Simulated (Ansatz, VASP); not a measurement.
## W2AuN3: VASP beside Ansatz

```
CELL_PARAMETERS angstrom
2.89359 0.00000 0.00000
-1.44679 2.50592 0.00000
0.00000 0.00000 9.90603
ATOMIC_POSITIONS crystal
W 0.33333 0.66667 0.93381
W 0.33333 0.66667 0.22736
Au 0.00000 0.00000 0.59205
N 0.66667 0.33333 0.34718
N 0.66667 0.33333 0.08699
N 0.00000 0.00000 0.81261
```

Change from the starting cell: species swapped into the Dy2Ga3Cu type (P3m1, No. 156).

Alike in both runs: functional PBE; k mesh 6 × 6 × 2; occupations gaussian, width 0.1 eV; no spin polarisation.

Ansatz relaxed the structure, and its values are those at the end. VASP's run is a single point on that final structure, the one shown.

|  | VASP | Ansatz |
| --- | --- | --- |
| version | VASP 6.6.1 | Ansatz 0.2.0 |
| potentials or method | VASP PAW PBE potentials, release 64 (W_sv, Au, N), cutoff 600 eV | scalar-relativistic, plane waves, PAW |
| valence electrons in the cell | 54 | 62 |

```csv
,VASP,Ansatz,Ansatz less VASP
gap on the k mesh at the Fermi level (eV),none,none,-
pressure (GPa),1.0,0.0,-0.94
rms of the force components (eV/Å),0.039,0.002,-0.0373
```

A gap of «none» marks a metal or a gap that the smearing closes. With one functional, cell and mesh, what is left measures potentials, basis and numerics. VASP's potentials hold 54 valence electrons a cell and Ansatz's 62, so a difference there can come from the potentials and not from the codes.

The k mesh is coarse, so the values compare programs but aren't converged. Neither program's run includes spin-orbit coupling.
